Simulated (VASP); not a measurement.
# Si (Fd-3m) in VASP: further runs

Runs on Si. Level: PBEsol. Tasks: single point.

All numbers are computed with VASP 6.6.1; they aren't measurements. Logs are shortened: lines on timing, memory, paths and dates and some standing lists are left out, and cuts for length are marked.

## Step 1: The cell of the first run

The structure is cubic, space group Fd-3m (No. 227). The conventional cell has a = 5.434 Å, b = 5.434 Å, c = 5.434 Å, α = 90.00°, β = 90.00°, γ = 90.00°. Within 3.1 Å of Si (site symmetry -43m) lie 4 Si at 2.35 Å.

## Step 2: Single point, PBEsol

Contents of INCAR:

```
ALGO = Normal
EDIFF = 1E-7
ENCUT = 520
GGA = PS
ISIF = 2
ISMEAR = 0
LASPH = True
LCHARG = False
LREAL = False
LWAVE = False
NBANDS = 16
NELM = 80
PREC = Accurate
SIGMA = 0.02
```

Contents of KPOINTS:

```
k-points
0
Gamma
  10 10 8
```

Contents of POSCAR:

```
Si
1.0
    2.7169170815      2.7169170815      0.0000000000
   -2.7169170815      2.7169170815      0.0000000000
    0.0000000000      0.0000000000      5.4338341630
Si
4
Direct
    0.0000000000      0.5000000000      0.2500000000
    0.0000000000      0.0000000000      0.5000000000
    0.5000000000      0.0000000000      0.7500000000
    0.5000000000      0.5000000000      0.0000000000
```

Potentials or basis: VASP PAW PBE potentials, release 64 (Si).

Command:

```console
$ cat potpaw_PBE.64/Si/POTCAR > POTCAR
$ mpirun -np 1 vasp_std > vasp.out
```

OUTCAR:

```text
EDIFF = 1E-7
   ENCUT = 520
   GGA = PS
   ISIF = 2
   ISMEAR = 0
   LASPH = True
   LREAL = False
   NELM = 80
   PREC = Accurate

 ion  position               nearest neighbor table
   1  0.000  0.500  0.250-   2 2.35   4 2.35   2 2.35   4 2.35
   2  0.000  0.000  0.500-   1 2.35   3 2.35   1 2.35   3 2.35
   3  0.500  0.000  0.750-   2 2.35   4 2.35   4 2.35   2 2.35
   4  0.500  0.500  0.000-   1 2.35   3 2.35   3 2.35   1 2.35

  LATTYP: Found a simple tetragonal cell.
 ALAT       =     3.8423009845
 C/A-ratio  =     1.4142135624

  Lattice vectors:

 A1 = (   2.7169170815,   2.7169170815,   0.0000000000)
 A2 = (  -2.7169170815,   2.7169170815,   0.0000000000)
 A3 = (   0.0000000000,   0.0000000000,   5.4338341630)

Analysis of symmetry for initial positions (statically):
=====================================================================
 Subroutine PRICEL returns following result:

  LATTYP: Found a face centered cubic cell.
 ALAT       =     5.4338341630

  Lattice vectors:

 A1 = (   0.0000000000,  -2.7169170815,  -2.7169170815)
 A2 = (   2.7169170815,   0.0000000000,  -2.7169170815)
 A3 = (   2.7169170815,  -2.7169170815,  -0.0000000000)

   2 primitive cells build up your supercell.

 Routine SETGRP: Setting up the symmetry group for a
 simple tetragonal supercell.

 Subroutine GETGRP returns: Found 16 space group operations
 (whereof  8 operations were pure point group operations)
 out of a pool of 16 trial point group operations.

The static configuration has the point symmetry D_2d.
 The point group associated with its full space group is D_4h.

Analysis of symmetry for dynamics (positions and initial velocities):
=====================================================================
 Subroutine PRICEL returns following result:

  LATTYP: Found a face centered cubic cell.
 ALAT       =     5.4338341630

  Lattice vectors:

 A1 = (   0.0000000000,  -2.7169170815,  -2.7169170815)
 A2 = (   2.7169170815,   0.0000000000,  -2.7169170815)
 A3 = (   2.7169170815,  -2.7169170815,  -0.0000000000)

   2 primitive cells build up your supercell.

 Routine SETGRP: Setting up the symmetry group for a
 simple tetragonal supercell.

 Subroutine GETGRP returns: Found 16 space group operations
 (whereof  8 operations were pure point group operations)
 out of a pool of 16 trial point group operations.

The dynamic configuration has the point symmetry D_2d.
 The point group associated with its full space group is D_4h.

 Subroutine INISYM returns: Found 16 space group operations
 (whereof  8 operations are pure point group operations),
 and found     2 'primitive' translations

----------------------------------------------------------------------------------------

                                     Primitive cell

  volume of cell :      40.1106

  direct lattice vectors                    reciprocal lattice vectors
     0.000000000 -2.716917082 -2.716917082    -0.184032116 -0.184032116 -0.184032116
     2.716917082  0.000000000 -2.716917082     0.184032116  0.184032116 -0.184032116
     2.716917082 -2.716917082 -0.000000000     0.184032116 -0.184032116  0.184032116

  length of vectors
     3.842300985  3.842300985  3.842300985     0.318752975  0.318752975  0.318752975

  position of ions in fractional coordinates (direct lattice)
     0.750000000  0.750000000  0.750000000
     0.500000000  0.500000000  0.500000000

  ion indices of the primitive-cell ions
   primitive index   ion index
                 1           1
                 2           2

----------------------------------------------------------------------------------------

 KPOINTS: k-points

Automatic generation of k-mesh.
 Grid dimensions read from file:
 generate k-points for:   10   10    8

 Generating k-lattice:

  Cartesian coordinates                     Fractional coordinates (reciprocal lattice)
     0.018403212  0.018403212  0.000000000     0.100000000  0.000000000  0.000000000
    -0.018403212  0.018403212  0.000000000     0.000000000  0.100000000  0.000000000
     0.000000000  0.000000000  0.023004015     0.000000000  0.000000000  0.125000000

  Length of vectors
     0.026026071  0.026026071  0.023004015

  Shift w.r.t. Gamma in fractional coordinates (k-lattice)
     0.000000000  0.000000000  0.000000000

 Subroutine IBZKPT returns following result:
 ===========================================

 Found    105 irreducible k-points:

 Following reciprocal coordinates:
            Coordinates               Weight
  0.000000  0.000000  0.000000      1.000000
  0.100000  0.000000  0.000000      4.000000
  0.200000  0.000000  0.000000      4.000000
  0.300000  0.000000  0.000000      4.000000
  0.400000  0.000000  0.000000      4.000000
  0.500000  0.000000  0.000000      2.000000
[... 16 lines left out ...]
  0.100000  0.000000  0.125000      8.000000
  0.200000  0.000000  0.125000      8.000000
 [... further k-points ...]
   k-points           NKPTS =    105   k-points in BZ     NKDIM =    105   number of bands    NBANDS=     16
   number of dos      NEDOS =    301   number of ions     NIONS =      4
   total plane-waves  NPLWV =  36000
   dimension x,y,z NGX =    30 NGY =   30 NGZ =   40
   dimension x,y,z NGXF=    60 NGYF=   60 NGZF=   80
   ions per type =               4
   NGX,Y,Z   is equivalent  to a cutoff of  12.98, 12.98, 12.24 a.u.
   NGXF,Y,Z  is equivalent  to a cutoff of  25.96, 25.96, 24.48 a.u.
 SYSTEM =  unknown system
   PREC   = accura    normal or accurate (medium, high low for compatibility)
   ISTART =      0    job   : 0-new  1-cont  2-samecut
   ICHARG =      2    charge: 1-file 2-atom 10-const
   ISPIN  =      1    spin polarized calculation?
   LNONCOLLINEAR =      F non collinear calculations
   LSORBIT =      F    spin-orbit coupling
   LASPH  =      T    aspherical Exc in radial PAW
   ENCUT  =  520.0 eV  38.22 Ry    6.18 a.u.   7.14  7.14 10.10*2*pi/ulx,y,z
   NELM   =     80;   NELMIN=  2; NELMDL= -5     # of ELM steps
   EDIFF  = 0.1E-06   stopping-criterion for ELM
   LREAL  =      F    real-space projection
   EDIFFG = 0.1E-05   stopping-criterion for IOM
   NSW    =      0    number of steps for IOM
   IBRION =     -1    ionic relax: 0-MD 1-quasi-New 2-CG
   NFREE  =      0    steps in history (QN), initial steepest desc. (CG)
   ISIF   =      2    stress and relaxation
   ISYM   =      2    0-nonsym 1-usesym 2-fastsym
   POTIM  = 0.5000    time-step for ionic-motion
   TEBEG  =    0.0;   TEEND  =   0.0 temperature during run
   PSTRESS=    0.0 pullay stress
   NELECT =      16.0000    total number of electrons
   NUPDOWN=      -1.0000    fix difference up-down
   EMIN   =  10.00;   EMAX   =-10.00  energy-range for DOS
   EFERMI =   0.00;   METHOD = LEGACY
   ISMEAR =     0;   SIGMA  =   0.02  broadening in eV -4-tet -1-fermi 0-gaus
   EFERMI_NEDOS =   21; number of points for ismear=-14 and -15
   IALGO  =     38    algorithm
   IMIX   =      4    mixing-type and parameters
     AMIX     =   0.40;   BMIX     =  1.00
     AMIX_MAG =   1.60;   BMIX_MAG =  1.00
  volume/ion in A,a.u.               =      20.06       135.34
  Fermi-wavevector in a.u.,A,eV,Ry     =   0.956500  1.807523 12.447873  0.914893
  Thomas-Fermi vector in A             =   2.085434
   LORBIT       =      0    0 simple, 1 ext, 2 COOP (PROOUT), +10 PAW based schemes
   GGA     = PS    functional components
   LHFCALC =     F    Hartree Fock is set to
   AEXX    =    0.0000 exact exchange contribution
   IVDW    =     0    specifies the selected vdW correction
   LEPSILON=     F    determine dielectric tensor
   LRPA    =     F    only Hartree local field effects (RPA)
 non-spin polarized calculation
 Gauss-broadening in eV      SIGMA  =   0.02
  energy-cutoff  :      520.00
  volume of cell :       80.22
 maximum number of plane-waves:      2212
 NGX is ok and might be reduce to    30
   NGX = 15   NGY = 15   NGZ = 21

 number of electron      15.9999999 magnetization

 Free energy of the ion-electron system (eV)
  ---------------------------------------------------
  ext. energy  EPLUGINS =         0.00000000
  ---------------------------------------------------
  free energy    TOTEN  =       -22.98628438 eV

  energy without entropy =      -22.98628438  energy(sigma->0) =      -22.98628438

 E-fermi :   5.8681     XC(G=0):  -9.5471

 val. band max:        5.7724449672   @ k =   0.0000   0.0000   0.0000
 cond. band min:       6.2359752748   @ k =   0.0000   0.0000   0.1250
 fundamental gap:      0.4635303076
 Fermi energy:         5.8681437371

 k-point     1 :       0.0000    0.0000    0.0000
  band No.  band energies     occupation
      1      -6.2060      2.00000
      2      -2.0514      2.00000
      3      -2.0514      2.00000
      4       2.9027      2.00000
      5       2.9027      2.00000
      6       5.7724      2.00000
[... 8 lines left out ...]
     15      13.4600      0.00000
     16      13.4754      0.00000

 k-point     2 :       0.1000    0.0000    0.0000
  band No.  band energies     occupation
      1      -6.1184      2.00000
      2      -2.0910      2.00000
      3      -1.9569      2.00000
      4       2.4059      2.00000
      5       2.9731      2.00000
      6       5.0276      2.00000
[... 8 lines left out ...]
     15      13.0183      0.00000
     16      13.3565      0.00000

 k-point     3 :       0.2000    0.0000    0.0000
  band No.  band energies     occupation
      1      -5.8576      2.00000
      2      -2.2733      2.00000
      3      -1.6738      2.00000
      4       1.6588      2.00000
      5       3.1805      2.00000
      6       3.7314      2.00000
[... 8 lines left out ...]
     15      12.3113      0.00000
     16      13.3582      0.00000

 k-point     4 :       0.3000    0.0000    0.0000
  band No.  band energies     occupation
      1      -5.4308      2.00000
      2      -2.7189      2.00000
      3      -1.2039      2.00000
      4       1.3066      2.00000
      5       2.4473      2.00000
      6       3.5128      2.00000
[... 8 lines left out ...]
     15      11.8627      0.00000
     16      12.5848      0.00000
[... 324 lines left out ...]
 k-point    22 :       0.0000    0.0000    0.1250
  band No.  band energies     occupation
      1      -6.1375      2.00000
      2      -2.9774      2.00000
      3      -1.0442      2.00000
      4       2.9645      2.00000
      5       2.9645      2.00000
      6       5.3492      2.00000
[... 8 lines left out ...]
     15      12.9556      0.00000
     16      13.5356      0.00000

 k-point    23 :       0.1000    0.0000    0.1250
  band No.  band energies     occupation
      1      -6.0503      2.00000
      2      -2.9288      2.00000
      3      -1.0537      2.00000
      4       2.4884      2.00000
      5       3.0341      2.00000
      6       4.4641      2.00000
[... 8 lines left out ...]
     15      12.9522      0.00000
     16      13.1245      0.00000

 k-point    24 :       0.2000    0.0000    0.1250
  band No.  band energies     occupation
      1      -5.7909      2.00000
      2      -2.8379      2.00000
      3      -1.1079      2.00000
      4       1.8095      2.00000
      5       3.2098      2.00000
      6       3.2388      2.00000
[... 8 lines left out ...]
     15      12.4872      0.00000
     16      13.1061      0.00000

 [... further k-points ...]
[... 5 lines left out ...]
  --------------------------------------------------------------------------------------
  -------------------------------------------------------------------------------------
  Total        0.0495154      0.0495154      0.0428138      0.0000000      0.0000000     -0.0000000
  in kB        0.9889203      0.9889203      0.8550771      0.0000000      0.0000000     -0.0000000
  external PRESSURE =       0.9443059 kB  Pullay stress =       0.0000000 kB

 VOLUME and BASIS-vectors are now :
 -----------------------------------------------------------------------------
  energy-cutoff  :      520.00
  volume of cell :       80.22
      direct lattice vectors                 reciprocal lattice vectors
     2.716917082  2.716917082  0.000000000     0.184032116  0.184032116  0.000000000
    -2.716917082  2.716917082  0.000000000    -0.184032116  0.184032116  0.000000000
     0.000000000  0.000000000  5.433834163     0.000000000  0.000000000  0.184032116

 POSITION                                       TOTAL-FORCE (eV/Angst)
 -----------------------------------------------------------------------------------
     -1.35846      1.35846      1.35846         0.000000     -0.000000      0.000000
      0.00000      0.00000      2.71692        -0.000000      0.000000     -0.000000
      1.35846      1.35846      4.07538        -0.000000     -0.000000      0.000000
      0.00000      2.71692      0.00000         0.000000      0.000000      0.000000
 -----------------------------------------------------------------------------------
    total drift:                               -0.000000      0.000000      0.000000

  FREE ENERGIE OF THE ION-ELECTRON SYSTEM (eV)
  ---------------------------------------------------
  free  energy   TOTEN  =       -22.9862843797 eV

  energy  without entropy=      -22.9862843797  energy(sigma->0) =      -22.98628438
```

Wall time 2 min (1 thread of Intel Xeon Platinum 8488C (Sapphire Rapids), shared host); peak memory 0.23 GiB.

What came out:

| Property | Result |
| --- | --- |
| Free energy | -22.9863 eV |
| Pressure | 0.1 GPa |
| Band gap on the k mesh | 0.46 eV |

Levels at points of the mesh, in eV from the valence-band top:
```csv
k point,band 4,band 5,band 6,band 7,band 8,band 9,band 10,band 11,band 12,band 13
"(0.00, 0.00, 0.00)",-2.87,-2.87,0.00,0.00,0.00,0.59,0.59,2.52,2.52,2.52
"(0.50, 0.00, 0.00)",-5.49,-3.80,-3.80,-1.33,-1.33,2.36,2.36,4.74,4.74,5.06
"(0.50, 0.50, 0.00)",-7.82,-2.87,-2.87,-2.87,-2.87,0.59,0.59,0.59,0.59,10.05
"(0.00, 0.00, 0.50)",-3.52,-1.91,-1.91,-1.91,-1.91,1.04,1.04,3.02,3.02,5.72
"(0.50, 0.00, 0.50)",-7.01,-1.20,-1.20,-1.20,-1.20,1.46,1.46,3.27,3.27,3.27
"(0.50, 0.50, 0.50)",-7.65,-3.90,-3.90,-3.90,-3.90,4.17,4.17,4.17,4.17,4.94
```

Caveat: the PAW data sets were made with another functional, which shifts forces and pressure a little.

## Step 3: Single point, PBEsol

Contents of INCAR:

```
SYSTEM = Si
PREC = Accurate ; ENCUT = 520
EDIFF = 1E-7 ; ISMEAR = 0
SIGMA = 0.02 ; LREAL = .FALSE.
LASPH = .TRUE. ; NELM = 60
ALGO = Normal ; ISIF = 2
LWAVE = .FALSE. ; LCHARG = .FALSE.
GGA = PS ; NBANDS = 16
```

Contents of KPOINTS:

```
Automatic mesh
0
G
  10 10 8
  0 0 0
```

POSCAR is that of step 2.

Potentials or basis: VASP PAW PBE potentials, release 64 (Si).

Command:

```console
$ cat potpaw_PBE.64/Si/POTCAR > POTCAR
$ mpirun -np 1 vasp_std > vasp.out
```

Wall time 2.3 min (1 thread of Intel Xeon Platinum 8488C (Sapphire Rapids), shared host); peak memory 0.23 GiB.

It converged, with:

* Free energy: -22.9863 eV
* Pressure: 0.1 GPa
* Band gap on the k mesh: 0.46 eV

Levels at points of the mesh, in eV from the valence-band top:
```csv
k point,band 6,band 7,band 8,band 9,band 10,band 11
"(0.00, 0.00, 0.00)",0.00,0.00,0.00,0.59,0.59,2.52
"(0.50, 0.00, 0.00)",-3.80,-1.33,-1.33,2.36,2.36,4.74
"(0.50, 0.50, 0.00)",-2.87,-2.87,-2.87,0.59,0.59,0.59
"(0.00, 0.00, 0.50)",-1.91,-1.91,-1.91,1.04,1.04,3.02
"(0.50, 0.00, 0.50)",-1.20,-1.20,-1.20,1.46,1.46,3.27
"(0.50, 0.50, 0.50)",-3.90,-3.90,-3.90,4.17,4.17,4.17
```

Caveat: the PAW data sets were made with another functional, which shifts forces and pressure a little.

## Step 4: Single point, PBEsol (equal strain along all axes, cell held: +2.0 %)

Contents of INCAR:

```
SYSTEM = Si
PREC = Accurate
ENCUT = 520
EDIFF = 1E-7
ISMEAR = 0
SIGMA = 0.02
LREAL = .FALSE.
LASPH = .TRUE.
NELM = 60
ALGO = Normal
ISIF = 2
LWAVE = .FALSE.
LCHARG = .FALSE.
GGA = PS
NBANDS = 16
```

KPOINTS is that of step 3.

Contents of POSCAR:

```
Si
1.0
    2.7712554231      2.7712554231      0.0000000000
   -2.7712554231      2.7712554231      0.0000000000
    0.0000000000      0.0000000000      5.5425108463
Si
4
Direct
    0.0000000000      0.5000000000      0.2500000000
    0.0000000000      0.0000000000      0.5000000000
    0.5000000000      0.0000000000      0.7500000000
    0.5000000000      0.5000000000      0.0000000000
```

Command:

```console
$ cat potpaw_PBE.64/Si/POTCAR > POTCAR
$ mpirun -np 1 vasp_std > vasp.out
```

It took 2.2 min on 1 thread of Intel Xeon Platinum 8488C (Sapphire Rapids), shared host; peak memory 0.24 GiB.

The run converged. Its results:

- Free energy: -22.9099 eV
- Pressure: -4.8 GPa
- Band gap on the k mesh: 0.57 eV

Levels at points of the mesh, in eV from the valence-band top:
| k point | band 4 | band 5 | band 6 | band 7 | band 8 | band 9 | band 10 | band 11 | band 12 | band 13 |
| --- | --- | --- | --- | --- | --- | --- | --- | --- | --- | --- |
| (0.00, 0.00, 0.00) | -2.72 | -2.72 | 0.00 | 0.00 | 0.00 | 0.70 | 0.70 | 2.49 | 2.49 | 2.49 |
| (0.50, 0.00, 0.00) | -5.39 | -3.57 | -3.57 | -1.27 | -1.27 | 2.32 | 2.32 | 4.62 | 4.62 | 4.91 |
| (0.50, 0.50, 0.00) | -7.64 | -2.72 | -2.72 | -2.72 | -2.72 | 0.70 | 0.70 | 0.70 | 0.70 | 9.55 |
| (0.00, 0.00, 0.50) | -3.53 | -1.80 | -1.80 | -1.80 | -1.80 | 1.09 | 1.09 | 3.02 | 3.02 | 5.52 |
| (0.50, 0.00, 0.50) | -6.74 | -1.15 | -1.15 | -1.15 | -1.15 | 1.25 | 1.25 | 3.29 | 3.29 | 3.29 |
| (0.50, 0.50, 0.50) | -7.49 | -3.65 | -3.65 | -3.65 | -3.65 | 4.17 | 4.17 | 4.17 | 4.17 | 4.73 |

Caveat: the cell differs from its parent crystal (equal strain along all axes, cell held: +2.0 %); the cell stands under tension; the PAW data sets were made with another functional, which shifts forces and pressure a little. A k mesh can miss the band edges.
